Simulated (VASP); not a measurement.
# ScAl3N4 (sol) (Cm) in VASP: notebook, part 2 of 2

VASP 6.6.1.

## (3) Single point, PBEsol

INCAR

```
ALGO     = Normal         # electronic algorithm
EDIFF    = 1E-6           # SCF threshold, eV
ENCUT    = 520            # plane-wave cutoff, eV
GGA      = PS             # functional
ISIF     = 2              # what is computed and relaxed
ISMEAR   = 0              # smearing method
LASPH    = T              # aspherical terms in the spheres
LCHARG   = F              # write CHGCAR
LREAL    = F              # projectors in reciprocal space
LWAVE    = F              # write WAVECAR
NBANDS   = 30             # bands
NELM     = 60             # most SCF steps
PREC     = Accurate       # precision mode
SIGMA    = 0.01           # smearing width, eV
```

KPOINTS

```
k-points
0
Gamma
  8 6 8
```

POSCAR

```
ScAl3N4
1.0
   -3.2086112703      0.0000000000      0.0000000000
    0.0000000000      5.6037654075     -0.0022277261
    1.6043056351     -2.7998636570     -5.0387091941
Sc Al N
1 3 4
Direct
    0.0130004328      0.3442811442      0.0260008657
    0.5088216796      0.8443329585      0.0176433593
    0.7615148854      0.4257128630      0.5230297708
    0.2561544636      0.9257701468      0.5123089273
    0.7941549884      0.1255531926      0.5883099769
    0.2977187245      0.6336156440      0.5954374489
    0.5560109271      0.2080888788      0.1120218542
    0.0486238985      0.7286451721      0.0972477970
```

Potentials or basis: VASP PAW PBE potentials, release 64 (Sc_sv, Al, N).

Run with:

```console
cat potpaw_PBE.64/Sc_sv/POTCAR potpaw_PBE.64/Al/POTCAR potpaw_PBE.64/N/POTCAR > POTCAR
mpirun -np 1 vasp_std > vasp.out
```

OUTCAR:

```text
EDIFF = 1E-6
   ENCUT = 520
   GGA = PS
   ISIF = 2
   ISMEAR = 0
   LASPH = T
   LREAL = F
   NELM = 60
   PREC = Accurate

 ion  position               nearest neighbor table
   1  0.013  0.344  0.026-   7 1.94   7 1.94   8 1.99   5 2.21   4 3.10   3 3.12   3 3.12   3 3.15
                             4 3.18   4 3.18   2 3.21   2 3.21   2 3.25   2 3.25
   2  0.509  0.844  0.018-   7 1.84   8 1.87   8 1.87   6 2.13   4 3.11   4 3.11   3 3.12   3 3.12
                             3 3.14   4 3.16   1 3.21   1 3.21   1 3.25   1 3.25
   3  0.762  0.426  0.523-   5 1.89   6 1.91   6 1.91   7 2.07   2 3.12   2 3.12   1 3.12   1 3.12
                             2 3.14   1 3.15   4 3.20   4 3.20   4 3.26   4 3.26
   4  0.256  0.926  0.512-   5 1.88   5 1.88   6 1.92   8 2.09   1 3.10   2 3.11   2 3.11   2 3.16
                             1 3.18   1 3.18   3 3.20   3 3.20   3 3.26   3 3.26
   5  0.794  0.126  0.588-   4 1.88   4 1.88   3 1.89   1 2.21
   6  0.298  0.634  0.595-   3 1.91   3 1.91   4 1.92   2 2.13
   7  0.556  0.208  0.112-   2 1.84   1 1.94   1 1.94   3 2.07
   8  0.049  0.729  0.097-   2 1.87   2 1.87   1 1.99   4 2.09

  LATTYP: Found a base centered monoclinic cell.
 ALAT       =    11.5287166399
 B/A-ratio  =     0.2783146963
 C/A-ratio  =     0.4860702215
 COS(beta)  =    -0.4853723845

  Lattice vectors:

 A1 = (   1.6043056351,  -2.7998636570,  -5.0387091941)
 A2 = (  -1.6043056352,  -2.7998636570,  -5.0387091941)
 A3 = (   0.0000000000,   5.6037654075,  -0.0022277261)

Analysis of symmetry for initial positions (statically):
=====================================================================
 Subroutine PRICEL returns:
 Original cell was already a primitive cell.

 Routine SETGRP: Setting up the symmetry group for a
 base centered monoclinic supercell.

 Subroutine GETGRP returns: Found  2 space group operations
 (whereof  2 operations were pure point group operations)
 out of a pool of  4 trial point group operations.

The static configuration has the point symmetry C_1h.

Analysis of symmetry for dynamics (positions and initial velocities):
[... 145 lines left out ...]
  Fermi-wavevector in a.u.,A,eV,Ry     =   1.246496  2.355535 21.140068  1.553751
  Thomas-Fermi vector in A             =   2.380670
   LORBIT       =      0    0 simple, 1 ext, 2 COOP (PROOUT), +10 PAW based schemes
   GGA     = PS    functional components
   LHFCALC =     F    Hartree Fock is set to
   AEXX    =    0.0000 exact exchange contribution
   IVDW    =     0    specifies the selected vdW correction
   LEPSILON=     F    determine dielectric tensor
   LRPA    =     F    only Hartree local field effects (RPA)
 non-spin polarized calculation
 Gauss-broadening in eV      SIGMA  =   0.01
  energy-cutoff  :      520.00
  volume of cell :       90.62
 maximum number of plane-waves:      2466
   NGX = 11   NGY = 21   NGZ = 23

 number of electron      39.9999999 magnetization

 Free energy of the ion-electron system (eV)
  ---------------------------------------------------
  ext. energy  EPLUGINS =         0.00000000
  ---------------------------------------------------
  free energy    TOTEN  =       -64.55509600 eV

  energy without entropy =      -64.55509600  energy(sigma->0) =      -64.55509600

 E-fermi :   5.4554     XC(G=0): -11.0290

 val. band max:        5.3934782071   @ k =   0.0000   0.0000   0.0000
 cond. band min:       8.5590548357   @ k =   0.0000   0.0000   0.0000
 fundamental gap:      3.1655766286
 Fermi energy:         5.4553672340

 k-point     1 :       0.0000    0.0000    0.0000
  band No.  band energies     occupation
      1     -41.0674      2.00000
      2     -20.0601      2.00000
      3     -19.9939      2.00000
      4     -19.8461      2.00000
      5      -9.3762      2.00000
      6      -7.5431      2.00000
[... 781 lines left out ...]
     29      13.5329      0.00000
     30      14.2122      0.00000

 [... further k-points ...]
[... 5 lines left out ...]
  --------------------------------------------------------------------------------------
  -------------------------------------------------------------------------------------
  Total        4.1791867      4.1949434     -5.6300163      0.0000000      0.1431533     -0.0000000
  in kB       73.8907513     74.1693399    -99.5423667      0.0000000      2.5310431     -0.0000000
  external PRESSURE =      16.1725748 kB  Pullay stress =       0.0000000 kB

 VOLUME and BASIS-vectors are now :
 -----------------------------------------------------------------------------
  energy-cutoff  :      520.00
  volume of cell :       90.62
      direct lattice vectors                 reciprocal lattice vectors
    -3.208611270  0.000000000  0.000000000    -0.311661313 -0.000039440 -0.099209848
     0.000000000  5.603765408 -0.002227726     0.000000000  0.178412027 -0.099138357
     1.604305635 -2.799863657 -5.038709194     0.000000000 -0.000078880 -0.198419696

 POSITION                                       TOTAL-FORCE (eV/Angst)
 -----------------------------------------------------------------------------------
      0.00000      1.85647     -0.13178         0.000000      0.141251      1.123932
     -1.60431      4.68204     -0.09078         0.000000      0.005032      0.771406
     -1.60431      0.92118     -2.63634         0.000000     -0.038781      1.148972
      0.00000      3.75340     -2.58344         0.000000     -0.071785      1.179147
     -1.60431     -0.94362     -2.96460        -0.000000      0.085960     -0.723138
     -0.00000      1.88349     -3.00165        -0.000000      0.038374     -0.761888
     -1.60431      0.85244     -0.56491        -0.000000     -1.161957     -1.590854
     -0.00000      3.81088     -0.49163        -0.000000      1.001908     -1.147576
 -----------------------------------------------------------------------------------
    total drift:                               -0.000008     -0.000059      0.000493

  FREE ENERGIE OF THE ION-ELECTRON SYSTEM (eV)
  ---------------------------------------------------
  free  energy   TOTEN  =       -64.5550959993 eV

  energy  without entropy=      -64.5550959993  energy(sigma->0) =      -64.55509600
```

OSZICAR:

```text
N       E                     dE             d eps       ncg     rms          rms(c)
DAV:   1     0.388510655145E+03    0.38851E+03   -0.18512E+04  6864   0.128E+03
DAV:   2    -0.256149979588E+02   -0.41413E+03   -0.39696E+03  7712   0.385E+02
DAV:   3    -0.741446753981E+02   -0.48530E+02   -0.47481E+02  9838   0.127E+02
DAV:   4    -0.759536966942E+02   -0.18090E+01   -0.18036E+01 10318   0.280E+01
DAV:   5    -0.759808459459E+02   -0.27149E-01   -0.27137E-01  8852   0.332E+00    0.239E+01
DAV:   6    -0.645528445774E+02    0.11428E+02   -0.47235E+01 11144   0.458E+01    0.943E+00
DAV:   7    -0.646517371971E+02   -0.98893E-01   -0.33154E+00 10280   0.122E+01    0.663E+00
DAV:   8    -0.645627547530E+02    0.88982E-01   -0.26739E-01 10056   0.415E+00    0.120E+00
DAV:   9    -0.645559777158E+02    0.67770E-02   -0.17670E-02  9554   0.961E-01    0.448E-01
DAV:  10    -0.645550963506E+02    0.88137E-03   -0.14961E-02 10104   0.798E-01    0.189E-01
DAV:  11    -0.645550740677E+02    0.22283E-04   -0.13099E-03  9150   0.239E-01    0.711E-02
DAV:  12    -0.645550968450E+02   -0.22777E-04   -0.18897E-04 10008   0.102E-01    0.231E-02
DAV:  13    -0.645550966275E+02    0.21750E-06   -0.21332E-05  9092   0.324E-02    0.120E-02
DAV:  14    -0.645550959993E+02    0.62821E-06   -0.63804E-06  9906   0.257E-02
   1 F= -.64555096E+02 E0= -.64555096E+02  d E =-.340818E-21
```

stdout:

```text
POSCAR found type information on POSCAR ScAlN
 POSCAR found :  3 types and       8 ions
 scaLAPACK will be used
 -----------------------------------------------------------------------------
|                                                                             |
|                                                                             |
|     You enforced a specific xc type in the INCAR file but a different       |
|     I HOPE YOU KNOW WHAT YOU ARE DOING!                                     |
|                                                                             |
 -----------------------------------------------------------------------------

 LDA part: xc-table for (Slater+PW92), standard interpolation
 POSCAR, INCAR and KPOINTS ok, starting setup
 FFT: planning ... GRIDC
 FFT: planning ... GRID_SOFT
 FFT: planning ... GRID
 WAVECAR not read
 entering main loop
```

It took 2.8 min on 1 thread of Intel Xeon Platinum 8559C (Emerald Rapids), shared host; peak memory 0.4 GiB.

What came out:

```
Free energy            : -64.5551 eV
Pressure               : 1.6 GPa
Largest force          : 1.970 eV/Å
Band gap on the k mesh : 3.17 eV, direct
```

Forces in eV/Å, atoms in the order of the input:
```
Sc   0.000  0.141  1.124
Al   0.000  0.005  0.771
Al   0.000 -0.039  1.149
Al   0.000 -0.072  1.179
N    0.000  0.086 -0.723
N    0.000  0.038 -0.762
N    0.000 -1.162 -1.591
N    0.000  1.002 -1.148
```

Caveat: the PAW data sets were made with another functional, which shifts forces and pressure a little. A k mesh can miss the band edges.

## (4) Single point, PBEsol

INCAR

```
SYSTEM = ScAl3N4
ALGO     = Normal         ! electronic algorithm
EDIFF    = 1E-7           ! SCF threshold, eV
ENCUT    = 520            ! plane-wave cutoff, eV
GGA      = PS             ! functional
ISIF     = 2              ! what is computed and relaxed
ISMEAR   = 0              ! smearing method
LASPH    = .TRUE.         ! aspherical terms in the spheres
LCHARG   = .FALSE.        ! write CHGCAR
LREAL    = .FALSE.        ! projectors in reciprocal space
LWAVE    = .FALSE.        ! write WAVECAR
NBANDS   = 30             ! bands
NELM     = 80             ! most SCF steps
PREC     = Accurate       ! precision mode
SIGMA    = 0.01           ! smearing width, eV
```

KPOINTS

```
k-points
0
G
  8 6 8
  0 0 0
```

POSCAR

```
ScAl3N4
1.0
   -3.2086112703      0.0000000000      0.0000000000
    0.0000000000      5.6037654075     -0.0022277261
    1.6043056351     -2.7998636570     -5.0387091941
Sc Al N
1 3 4
Direct
    0.0165360544      0.3482566126      0.0330721088
    0.5132527483      0.8482973238      0.0265054966
    0.7653688385      0.4300958217      0.5307376770
    0.2611570786      0.9301408303      0.5223141572
    0.7910146338      0.1228275077      0.5820292675
    0.2938147121      0.6291622910      0.5876294241
    0.5503300141      0.2055341198      0.1006600283
    0.0445259202      0.7216854931      0.0890518405
```

Run with:

```console
cat potpaw_PBE.64/Sc_sv/POTCAR potpaw_PBE.64/Al/POTCAR potpaw_PBE.64/N/POTCAR > POTCAR
mpirun -np 1 vasp_std > vasp.out
```

It took 3.3 min on 1 thread of Intel Xeon Platinum 8559C (Emerald Rapids), shared host; peak memory 0.39 GiB.

Results (log left out):

* Free energy: -64.1190 eV
* Pressure: 3.2 GPa
* Largest force: 2.528 eV/Å
* Band gap on the k mesh: 2.84 eV, direct

Forces in eV/Å, atoms in the order of the input:
```
Sc   0.000  0.172  1.293
Al   0.000  0.064  0.777
Al   0.000 -0.043  1.175
Al   0.000 -0.106  1.272
N    0.000  0.118 -0.813
N    0.000  0.053 -0.787
N    0.000 -1.866 -1.706
N    0.000  1.609 -1.212
```

Stress tensor (GPa, compression positive):
```
 11.07   0.00   0.00
  0.00  10.93   0.33
  0.00   0.33 -12.32
```

Levels at points of the mesh, in eV from the valence-band top:
```
           k point  band 16  band 17  band 18  band 19  band 20  band 21  band 22  band 23  band 24  band 25
(0.00, 0.00, 0.00)    -1.53    -1.50    -1.32    -1.24     0.00     2.84     4.02     4.33     5.07     5.45
(0.50, 0.00, 0.00)    -2.17    -1.85    -1.53    -0.99    -0.84     3.92     4.04     4.72     5.10     5.78
(0.00, 0.50, 0.00)    -1.80    -1.71    -1.11    -0.92    -0.70     4.02     5.07     5.17     5.21     6.50
(0.50, 0.50, 0.00)    -2.02    -1.93    -1.68    -0.95    -0.29     3.67     4.10     4.44     4.94     5.64
(0.00, 0.00, 0.50)    -1.86    -1.67    -1.61    -1.37    -1.14     4.30     4.56     4.92     5.11     5.73
(0.00, 0.50, 0.50)    -1.90    -1.90    -1.06    -0.83    -0.65     4.36     4.82     5.04     5.44     6.04
```

Caveat: the PAW data sets were made with another functional, which shifts forces and pressure a little.
